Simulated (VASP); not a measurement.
Ti7C8N7, 22 atoms in the cell. The cell holds a disordered packing, 22 atoms: a = 6.077 Å, b = 5.784 Å, c = 6.006 Å, α = 91.08°, β = 90.95°, γ = 89.51°. 

| Quantity | Value |
| --- | --- |
| Program | VASP 6.6.1 |
| Task | single point |
| Functional | PBE |
| Potentials or basis | VASP PAW PBE potentials, release 64 (C, Ti_sv, N) |
| Cutoff | 520 eV |
| k mesh | 1 × 1 × 1, shifted |
| Occupations | fermi-dirac, width 0.1379 eV |
| Spin | no spin polarisation |
| Dipole correction | no |
| Further INCAR settings | LREAL = Auto; ALGO = Normal; EDIFF = 1e-07; NBANDS = 92; ISYM = 0 |

Potentials or basis: VASP PAW PBE potentials, release 64 (C, Ti_sv, N).

Run with:

```console
$ cat potpaw_PBE.64/C/POTCAR potpaw_PBE.64/Ti_sv/POTCAR potpaw_PBE.64/N/POTCAR > POTCAR
$ mpirun -np 1 vasp_std > vasp.out
```

Hardware: 1 thread of Intel Xeon 8259CL, with other jobs on the host.

How long does it take, and how much memory?

Wall time 2.5 min on 1 thread of Intel Xeon 8259CL, on a shared host, peak memory 0.32 GiB. Counts: scf iterations 24, k points 1.
